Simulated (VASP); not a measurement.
# WC (Cmmm) in VASP: notebook

The runs below take WC through single point, with HSE06, PBE-based screened hybrid with 25 % exact exchange, BLYP+D3(BJ), BLYP+D4, PBE.

All numbers are computed with VASP 6.6.1; they aren't measurements. Logs are shortened: lines on timing, memory, paths and dates and some standing lists are left out, and cuts for length are marked.

### Step 1. The cell of the first run

It takes space group Cmmm (No. 65, orthorhombic). The conventional cell has a = 3.281 Å, b = 4.236 Å, c = 4.309 Å, α = 90.00°, β = 90.00°, γ = 90.00°. W (site symmetry mmm) has 6 W at 2.68 to 3.28 Å and 8 C at 2.71 to 3.02 Å within 3.5 Å. C (site symmetry mmm) has 6 C at 2.68 to 3.28 Å and 8 W at 2.71 to 3.02 Å within 3.5 Å.

### Step 2. Single point, HSE06

Contents of POSCAR:

```
WC
1.0
    1.6403461100     -2.1180379000      0.0000000000
    1.6403461100      2.1180379000      0.0000000000
    0.0000000000      0.0000000000      4.3094211000
W C
1 1
Direct
    0.5000000000      0.5000000000      0.5000000000
    0.0000000000      0.0000000000      0.0000000000
```

Contents of INCAR.step1:

```
  PREC = Accurate
  ENCUT = 520
  EDIFF = 1E-5
  ISMEAR = -1
  SIGMA = 0.05
  LREAL = F
  LASPH = T
  NELM = 60
  ALGO = Normal
  ISIF = 2
  LWAVE = T
  LCHARG = F
  NBANDS = 16
  GGA = PE
```

Contents of INCAR.step2:

```
  PREC = Accurate
  ENCUT = 520
  EDIFF = 1E-7
  ISMEAR = -1
  SIGMA = 0.05
  LREAL = F
  LASPH = T
  NELM = 60
  ALGO = Normal
  ISIF = 2
  LWAVE = F
  LCHARG = F
  GGA = PE
  LHFCALC = T
  HFSCREEN = 0.2079
  PRECFOCK = Normal
  NBANDS = 16
  ISTART = 1
```

Contents of KPOINTS:

```
regular mesh
0
Gamma
  5 5 3
```

Potentials or basis: VASP PAW PBE potentials, release 64 (W_sv, C).

Command:

```console
$ cat potpaw_PBE.64/W_sv/POTCAR potpaw_PBE.64/C/POTCAR > POTCAR
$ cp INCAR.step1 INCAR
$ mpirun -np 1 vasp_std > vasp.out
$ cp INCAR.step2 INCAR
$ mpirun -np 1 vasp_std > vasp.out
```

OUTCAR:

```text
PREC = Accurate
   ENCUT = 520
   EDIFF = 1E-7
   ISMEAR = -1
   LREAL = F
   LASPH = T
   NELM = 60
   ISIF = 2
   GGA = PE
   LHFCALC = T
   HFSCREEN = 0.2079
   PRECFOCK = Normal
   ISTART = 1

 ion  position               nearest neighbor table
   1  0.500  0.500  0.500-   2 2.71   2 2.71   2 2.71   2 2.71
   2  0.000  0.000  0.000-   1 2.71   1 2.71   1 2.71   1 2.71

  LATTYP: Found a base centered orthorhombic cell.
 ALAT       =     3.2806922200
 B/A-ratio  =     1.2912140231
 C/A-ratio  =     1.3135706769

  Lattice vectors:

 A1 = (   1.6403461100,  -2.1180379000,   0.0000000000)
 A2 = (   1.6403461100,   2.1180379000,   0.0000000000)
 A3 = (   0.0000000000,   0.0000000000,   4.3094211000)

Analysis of symmetry for initial positions (statically):
=====================================================================
 Subroutine PRICEL returns:
 Original cell was already a primitive cell.

 Routine SETGRP: Setting up the symmetry group for a
 base centered orthorhombic supercell.

 Subroutine GETGRP returns: Found  8 space group operations
 (whereof  8 operations were pure point group operations)
 out of a pool of  8 trial point group operations.

The static configuration has the point symmetry D_2h.

Analysis of symmetry for dynamics (positions and initial velocities):
=====================================================================
 Subroutine PRICEL returns:
 Original cell was already a primitive cell.

 Routine SETGRP: Setting up the symmetry group for a
 base centered orthorhombic supercell.

 Subroutine GETGRP returns: Found  8 space group operations
 (whereof  8 operations were pure point group operations)
 out of a pool of  8 trial point group operations.

The dynamic configuration has the point symmetry D_2h.

 Subroutine INISYM returns: Found  8 space group operations
 (whereof  8 operations are pure point group operations),
 and found     1 'primitive' translations

----------------------------------------------------------------------------------------

                                     Primitive cell

  volume of cell :      29.9446

  direct lattice vectors                    reciprocal lattice vectors
     1.640346110 -2.118037900  0.000000000     0.304813720 -0.236067542  0.000000000
     1.640346110  2.118037900  0.000000000     0.304813720  0.236067542  0.000000000
     0.000000000  0.000000000  4.309421100     0.000000000  0.000000000  0.232049729

  length of vectors
     2.678958735  2.678958735  4.309421100     0.385537661  0.385537661  0.232049729

  position of ions in fractional coordinates (direct lattice)
     0.500000000  0.500000000  0.500000000
     0.000000000  0.000000000  0.000000000

  ion indices of the primitive-cell ions
   primitive index   ion index
                 1           1
                 2           2

----------------------------------------------------------------------------------------

 KPOINTS: regular mesh

Automatic generation of k-mesh.
 Grid dimensions read from file:
 generate k-points for:    5    5    3

 Generating k-lattice:

  Cartesian coordinates                     Fractional coordinates (reciprocal lattice)
     0.060962744 -0.047213508  0.000000000     0.200000000  0.000000000  0.000000000
     0.060962744  0.047213508  0.000000000     0.000000000  0.200000000  0.000000000
     0.000000000  0.000000000  0.077349910     0.000000000  0.000000000  0.333333333

  Length of vectors
     0.077107532  0.077107532  0.077349910

  Shift w.r.t. Gamma in fractional coordinates (k-lattice)
     0.000000000  0.000000000  0.000000000

 Subroutine IBZKPT returns following result:
 ===========================================

 Found     18 irreducible k-points:

 Following reciprocal coordinates:
            Coordinates               Weight
  0.000000  0.000000  0.000000      1.000000
  0.200000  0.000000  0.000000      4.000000
  0.400000  0.000000  0.000000      4.000000
  0.200000  0.200000  0.000000      2.000000
  0.400000  0.200000  0.000000      4.000000
 -0.400000  0.200000  0.000000      4.000000
[... 10 lines left out ...]
  0.400000  0.400000  0.333333      4.000000
 -0.400000  0.400000  0.333333      4.000000
   k-points           NKPTS =     18   k-points in BZ     NKDIM =     75   number of bands    NBANDS=     16
   number of dos      NEDOS =    301   number of ions     NIONS =      2
   total plane-waves  NPLWV =  12800
   dimension x,y,z NGX =    20 NGY =   20 NGZ =   32
   dimension x,y,z NGXF=    40 NGYF=   40 NGZF=   64
   ions per type =               1   1
   NGX,Y,Z   is equivalent  to a cutoff of  12.41, 12.41, 12.34 a.u.
   NGXF,Y,Z  is equivalent  to a cutoff of  24.82, 24.82, 24.69 a.u.
 SYSTEM =  unknown system
   PREC   = accura    normal or accurate (medium, high low for compatibility)
   ISTART =      1    job   : 0-new  1-cont  2-samecut
   ICHARG =      0    charge: 1-file 2-atom 10-const
   ISPIN  =      1    spin polarized calculation?
   LNONCOLLINEAR =      F non collinear calculations
   LSORBIT =      F    spin-orbit coupling
   LASPH  =      T    aspherical Exc in radial PAW
   ENCUT  =  520.0 eV  38.22 Ry    6.18 a.u.   4.98  4.98  8.01*2*pi/ulx,y,z
   NELM   =     60;   NELMIN=  2; NELMDL=  0     # of ELM steps
   EDIFF  = 0.1E-06   stopping-criterion for ELM
   LREAL  =      F    real-space projection
   EDIFFG = 0.1E-05   stopping-criterion for IOM
   NSW    =      0    number of steps for IOM
   IBRION =     -1    ionic relax: 0-MD 1-quasi-New 2-CG
   NFREE  =      0    steps in history (QN), initial steepest desc. (CG)
   ISIF   =      2    stress and relaxation
   ISYM   =      3    0-nonsym 1-usesym 2-fastsym
   POTIM  = 0.5000    time-step for ionic-motion
   TEBEG  =    0.0;   TEEND  =   0.0 temperature during run
   PSTRESS=    0.0 pullay stress
   NELECT =      18.0000    total number of electrons
   NUPDOWN=      -1.0000    fix difference up-down
   EMIN   =  10.00;   EMAX   =-10.00  energy-range for DOS
   EFERMI =   0.00;   METHOD = LEGACY
   ISMEAR =    -1;   SIGMA  =   0.05  broadening in eV -4-tet -1-fermi 0-gaus
   EFERMI_NEDOS =   21; number of points for ismear=-14 and -15
   IALGO  =     38    algorithm
   IMIX   =      1    mixing-type and parameters
     AMIX     =   0.40;   BMIX     =  1.00
     AMIX_MAG =   1.60;   BMIX_MAG =  1.00
  volume/ion in A,a.u.               =      14.97       101.04
  Fermi-wavevector in a.u.,A,eV,Ry     =   1.381634  2.610909 25.972324  1.908912
  Thomas-Fermi vector in A             =   2.506400
   LORBIT       =      0    0 simple, 1 ext, 2 COOP (PROOUT), +10 PAW based schemes
   GGA     = PE    functional components
   LHFCALC =     T    Hartree Fock is set to
   PRECFOCK=normal    Normal, Fast or Accurate (Low or Medium for compatibility)
   ENCUT4O =  -1.0   cutoff for four orbital integrals eV
   NKREDX  =     1    reduce k-point grid by
   NKREDY  =     1    reduce k-point grid by
   NKREDZ  =     1    reduce k-point grid by
   AEXX    =    0.2500 exact exchange contribution
   HFSCREEN=    0.2079 screening length (either q_TF or 0.3 A-1)
   HFSCREENC=   0.2079 screening length for correlation (either q_TF or 0.3 A-1)
   ENCUTFOCK=  -1.0 apply spherical cutoff to Coloumb kernel
   IVDW    =     0    specifies the selected vdW correction
   LEPSILON=     F    determine dielectric tensor
   LRPA    =     F    only Hartree local field effects (RPA)
 non-spin polarized calculation
  energy-cutoff  :      520.00
  volume of cell :       29.94
 maximum number of plane-waves:       822
  NGX = 16; NGY = 16; NGZ = 28

 number of electron      18.0000005 magnetization

 Free energy of the ion-electron system (eV)
  ---------------------------------------------------
  ext. energy  EPLUGINS =         0.00000000
  ---------------------------------------------------
  free energy    TOTEN  =       -19.51876659 eV

  energy without entropy =      -19.51004646  energy(sigma->0) =      -19.51440652

 E-fermi :   7.1365     XC(G=0):  -9.7627

 val. band max:        6.8811377532   @ k =   0.4000   0.2000   0.0000
 cond. band min:       7.1683619560   @ k =  -0.4000   0.2000   0.3333
 fundamental gap:      0.2872242028
 Fermi energy:         7.1365111441

 k-point     1 :       0.0000    0.0000    0.0000
  band No.  band energies     occupation
      1     -72.0016      2.00000
      2     -34.8609      2.00000
      3     -34.1094      2.00000
      4     -33.7904      2.00000
      5      -7.0847      2.00000
      6       0.5299      2.00000
[... 8 lines left out ...]
     15      19.9090      0.00000
     16      22.5591      0.00000

 k-point     2 :       0.2000    0.0000    0.0000
  band No.  band energies     occupation
      1     -71.9689      2.00000
      2     -34.8057      2.00000
      3     -34.4395      2.00000
      4     -33.9036      2.00000
      5      -6.2474      2.00000
      6       1.6310      2.00000
[... 8 lines left out ...]
     15      18.6897      0.00000
     16      22.5392      0.00000

 k-point     3 :       0.4000    0.0000    0.0000
  band No.  band energies     occupation
      1     -71.9157      2.00000
      2     -35.1021      2.00000
      3     -34.7154      2.00000
      4     -33.9117      2.00000
      5      -4.2205      2.00000
      6       0.9878      2.00000
[... 8 lines left out ...]
     15      15.4891      0.00000
     16      18.9446      0.00000

 k-point     4 :       0.2000    0.2000    0.0000
  band No.  band energies     occupation
      1     -71.9347      2.00000
      2     -34.7456      2.00000
      3     -34.5376      2.00000
      4     -34.2852      2.00000
      5      -5.1215      2.00000
      6       2.3372      2.00000
[... 8 lines left out ...]
     15      18.1021      0.00000
     16      20.7819      0.00000
[... 210 lines left out ...]
 k-point    16 :      -0.2000    0.2000    0.3333
  band No.  band energies     occupation
      1     -71.9408      2.00000
      2     -34.7680      2.00000
      3     -34.3625      2.00000
      4     -34.2980      2.00000
      5      -5.3704      2.00000
      6       0.4824      2.00000
[... 8 lines left out ...]
     15      18.9212      0.00000
     16      21.7840      0.00000

 k-point    17 :       0.4000    0.4000    0.3333
  band No.  band energies     occupation
      1     -71.8389      2.00000
      2     -35.0558      2.00000
      3     -34.8202      2.00000
      4     -34.6057      2.00000
      5      -2.3666      2.00000
      6       1.6293      2.00000
[... 8 lines left out ...]
     15      16.7154      0.00000
     16      17.5482      0.00000

 k-point    18 :      -0.4000    0.4000    0.3333
  band No.  band energies     occupation
      1     -71.8413      2.00000
      2     -35.0604      2.00000
      3     -34.7558      2.00000
      4     -34.6099      2.00000
      5      -2.8402      2.00000
      6       1.1056      2.00000
[... 8 lines left out ...]
     15      16.4538      0.00000
     16      20.1082      0.00000

------------------------ aborting loop because EDIFF is reached ----------------------------------------

  FORCE on cell =-STRESS in cart. coord.  units (eV):
  Direction    XX          YY          ZZ          XY          YZ          ZX
  --------------------------------------------------------------------------------------
  -------------------------------------------------------------------------------------
  Total       -7.4361269     -1.3323777    -14.1678920      0.0000000      0.0000000      0.0000000
  in kB     -397.8681962    -71.2885517   -758.0496851      0.0000000      0.0000000      0.0000000
  external PRESSURE =    -409.0688110 kB  Pullay stress =       0.0000000 kB

 VOLUME and BASIS-vectors are now :
 -----------------------------------------------------------------------------
  energy-cutoff  :      520.00
  volume of cell :       29.94
      direct lattice vectors                 reciprocal lattice vectors
     1.640346110 -2.118037900  0.000000000     0.304813720 -0.236067542  0.000000000
     1.640346110  2.118037900  0.000000000     0.304813720  0.236067542  0.000000000
     0.000000000  0.000000000  4.309421100     0.000000000  0.000000000  0.232049729

 POSITION                                       TOTAL-FORCE (eV/Angst)
 -----------------------------------------------------------------------------------
      1.64035      0.00000      2.15471         0.000000      0.000000      0.000000
      0.00000      0.00000      0.00000         0.000000      0.000000      0.000000
 -----------------------------------------------------------------------------------
    total drift:                               -0.000000     -0.000004      0.000000

  FREE ENERGIE OF THE ION-ELECTRON SYSTEM (eV)
  ---------------------------------------------------
  free  energy   TOTEN  =       -19.5187665869 eV

  energy  without entropy=      -19.5100464604  energy(sigma->0) =      -19.51440652
```

It took 9.5 min on 1 thread of AMD EPYC 7R13 (Zen 3), shared host; peak memory 0.22 GiB.

What came out:

```yaml
Free_energy: -19.5188 eV
Pressure: -40.9 GPa
Band_gap_on_the_k_mesh: zero (bands 9 and 10 overlap by 4.82 eV)
```

Levels at points of the mesh, in eV from the Fermi level:
```csv
k point,band 6,band 7,band 8,band 9,band 10,band 11,band 12,band 13
"(0.00, 0.00, 0.00)",-6.61,-4.31,-3.96,2.26,2.30,2.49,3.22,3.23
```

Caveat: the k points lie up to 0.49 Å⁻¹ apart, too coarse for converged energies and pressures of a metal; the PAW data sets were made with another functional, which shifts forces and pressure a little; spin-orbit coupling is left out, which moves the levels of the heavy elements.

### Step 3. Single point, PBE-based screened hybrid with 25 % exact exchange

POSCAR is that of step 2.

Contents of INCAR.step1:

```
PREC = Accurate ; ENCUT = 520
EDIFF = 1E-5 ; ISMEAR = -1
SIGMA = 0.05 ; LREAL = False
LASPH = True ; NELM = 80
ALGO = Normal ; ISIF = 2
LWAVE = True ; LCHARG = False
NBANDS = 16 ; GGA = PE
```

Contents of INCAR.step2:

```
PREC = Accurate ; ENCUT = 520
EDIFF = 1E-6 ; ISMEAR = -1
SIGMA = 0.05 ; LREAL = False
LASPH = True ; NELM = 80
ALGO = Normal ; ISIF = 2
LWAVE = False ; LCHARG = False
GGA = PE ; LHFCALC = True
AEXX = 0.25 ; HFSCREEN = 0.3
PRECFOCK = Normal ; NBANDS = 16
ISTART = 1
```

Contents of KPOINTS:

```
Automatic mesh
0
Gamma
  5 5 3
```

Potentials or basis: VASP PAW PBE potentials, release 64 (W_sv, C).

Command:

```console
$ cat potpaw_PBE.64/W_sv/POTCAR potpaw_PBE.64/C/POTCAR > POTCAR
$ cp INCAR.step1 INCAR
$ mpirun -np 1 vasp_std > vasp.out
$ cp INCAR.step2 INCAR
$ mpirun -np 1 vasp_std > vasp.out
```

Wall time 8 min (1 thread of AMD EPYC 7R13 (Zen 3), shared host); peak memory 0.22 GiB.

It converged, with:

| Property | Result |
| --- | --- |
| Free energy | -18.9643 eV |
| Pressure | -40.1 GPa |
| Band gap on the k mesh | zero (bands 9 and 10 overlap by 4.61 eV) |

Stress tensor (GPa, compression positive):
```
-38.95   0.00   0.00
  0.00  -6.69   0.00
  0.00   0.00 -74.62
```

Levels at points of the mesh, in eV from the Fermi level:
| k point | band 7 | band 8 | band 9 | band 10 | band 11 | band 12 |
| --- | --- | --- | --- | --- | --- | --- |
| (0.00, 0.00, 0.00) | -4.12 | -3.80 | 2.17 | 2.25 | 2.42 | 3.12 |

Caveat: the k points lie up to 0.49 Å⁻¹ apart, too coarse for converged energies and pressures of a metal; the PAW data sets were made with another functional, which shifts forces and pressure a little; spin-orbit coupling is left out, which moves the levels of the heavy elements.

(Continued in part 2 of 2.)

The gap in the log of VASP goes by the Fermi energy; the results here count the filled bands.